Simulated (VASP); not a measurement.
A run of VASP 6.6.1 is set up as follows.

File INCAR:

```
ALGO = Normal ; EDIFF = 1E-6
EDIFFG = -0.01 ; ENCUT = 600
GGA = PE ; IBRION = 2
ISIF = 3 ; ISMEAR = 0
LASPH = True ; LCHARG = False
LREAL = False ; LWAVE = False
NELM = 100 ; NSW = 100
PREC = Accurate ; SIGMA = 0.1
```

KPOINTS

```
k-points
0
Gamma
  18 18 18
```

File POSCAR:

```
Sb
1.0
    2.1948726221     -2.2188579010      0.0000000000
    2.1948726221      2.2188579010      0.0000000000
    0.0000000000      0.0000000000      3.1299156273
Sb
1
Direct
    0.0000000000      0.0000000000      0.5000000000
```

Potentials or basis: VASP PAW PBE potentials, release 64 (Sb).

Launch:

```console
$ cat potpaw_PBE.64/Sb/POTCAR > POTCAR
$ mpirun -np 1 vasp_std > vasp.out
```

(1) Predict the space group after relaxing (to 0.05 Å).

(2) What does it give for the relaxed volume?

Results:

(1) Pm-3m (No. 221).

(2) 30.05 Å³/atom.
